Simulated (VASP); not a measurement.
Set up this calculation in VASP 6.6.1, as the native input.

```
Task                   : single point
Functional             : PBE
Potentials or basis    : VASP PAW PBE potentials, release 64 (O, H, C, N)
Cutoff                 : 520 eV
k mesh                 : 1 × 1 × 1
Occupations            : fermi-dirac, width 0.05 eV
Spin                   : no spin polarisation
Dipole correction      : no
Further INCAR settings : LREAL = Auto; ALGO = Normal; EDIFF = 1e-07; NBANDS = 61
```

The structure of H19C2NO8 lies in POSCAR:

```
H19C2NO8
1.0
    7.5190630000      0.0000000000      0.0000000000
    0.0000000000      7.5190630000      0.0000000000
    0.0000000000      0.0000000000      7.5190630000
O H C N
8 19 2 1
Direct
    0.1864727028      0.8177481689      0.7965753180
    0.0467877447      0.2778404703      0.7590972439
    0.0724292375      0.5698981376      0.5446024325
    0.4345222270      0.9961214582      0.5762819117
    0.7893802725      0.0277029199      0.9639498964
    0.5464510671      0.7582327745      0.3209974434
    0.3163160091      0.3104376170      0.3720676366
    0.8901375078      0.8286404835      0.2421578327
    0.2294966806      0.7742321084      0.9133850853
    0.2784921472      0.8908423829      0.7371397207
    0.1432359325      0.3079240060      0.8372452791
    0.0475591174      0.3757516063      0.6742994440
    0.1196957653      0.6592443766      0.6330310040
   -0.0056921986      0.6217530030      0.4528755777
    0.4008478184      1.1017862199      0.5094251770
    0.4802726084      0.9132919886      0.4854860240
    0.8846448022      0.0570815805      0.8799633678
    0.7176825091     -0.0621885998      0.8983699166
    0.6740334534      0.7789534414      0.3050646071
    0.5025493203      0.7117243199      0.2032434095
    0.2404953915      0.4104899773      0.4195469568
    0.3963791765      0.3629840580      0.2864984640
    0.9674609722      0.9118290404      0.3084426876
    0.8733003035      0.9095016227      0.1370516512
    0.5747524658      0.3941714546      0.6166060851
    0.7654145204      0.5101832502      0.7097426900
    0.7096894919      0.3025509960      0.8115505882
    0.6500145031      0.4242283912      0.7405311008
    0.5432724796      0.5263820771      0.8719703506
    0.4475690655      0.5917625640      0.9744033266
```

The input as run:

INCAR

```
SYSTEM = H19C2NO8
  PREC = Accurate
  ENCUT = 520
  EDIFF = 1E-7
  ISMEAR = -1
  SIGMA = 0.05
  LREAL = Auto
  LASPH = .TRUE.
  NELM = 80
  ALGO = Normal
  ISIF = 2
  LWAVE = .FALSE.
  LCHARG = .FALSE.
  GGA = PE
  NBANDS = 61
```

KPOINTS

```
regular mesh
0
G
  1 1 1
  0 0 0
```

Potentials or basis: VASP PAW PBE potentials, release 64 (O, H, C, N).

Launch:

```sh
$ cat potpaw_PBE.64/O/POTCAR potpaw_PBE.64/H/POTCAR potpaw_PBE.64/C/POTCAR potpaw_PBE.64/N/POTCAR > POTCAR
$ mpirun -np 1 vasp_gam > vasp.out
```

Results of the run:

- Pressure: -1.1 GPa
- Largest force: 1.867 eV/Å
- Band gap on the k mesh: 4.52 eV

Caveat: the k points lie up to 0.84 Å⁻¹ apart.

Run time: 66 s on 1 thread of AMD EPYC 7R13 Processor (Zen 3), on a shared host, peak memory 0.36 GiB.
